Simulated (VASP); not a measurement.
Here is a VASP 6.6.1 calculation.

Contents of INCAR:

```
  PREC = Accurate
  ENCUT = 520
  EDIFF = 1E-6
  ISMEAR = -1
  SIGMA = 0.05
  LREAL = False
  LASPH = True
  NELM = 60
  ALGO = Normal
  ISIF = 2
  LWAVE = False
  LCHARG = True
  GGA = PE
  LELF = True
  LVHAR = True
  NBANDS = 18
```

The input KPOINTS:

```
Automatic mesh
0
Gamma
  13 13 13
```

POSCAR

```
BiTe
1.0
    0.0000000000      3.2350000000      3.2997000000
    3.2350000000      0.0000000000      3.2997000000
    3.2350000000      3.2350000000      0.0000000000
Bi Te
1 1
Direct
    0.0000000000      0.0000000000      0.0000000000
    0.5000000000      0.5000000000      0.5000000000
```

Potentials or basis: VASP PAW PBE potentials, release 64 (Bi_d, Te).

Run with:

```bash
$ cat potpaw_PBE.64/Bi_d/POTCAR potpaw_PBE.64/Te/POTCAR > POTCAR
$ mpirun -np 1 vasp_std > vasp.out
```

**Question.** Predict the band gap on the k mesh.

**Answer.** Zero (an odd number of electrons rules out a gap without spin polarisation).

**Question.** Estimate the pressure.

**Answer.** -0.2 GPa.

Stress tensor (GPa, compression positive):
```
 0.23  0.00  0.00
 0.00  0.23  0.00
 0.00  0.00 -1.16
```

Caveat: the cell differs from its parent crystal (z stretched by +2 %, then relaxed in part); spin-orbit coupling is left out, which moves the levels of the heavy elements.
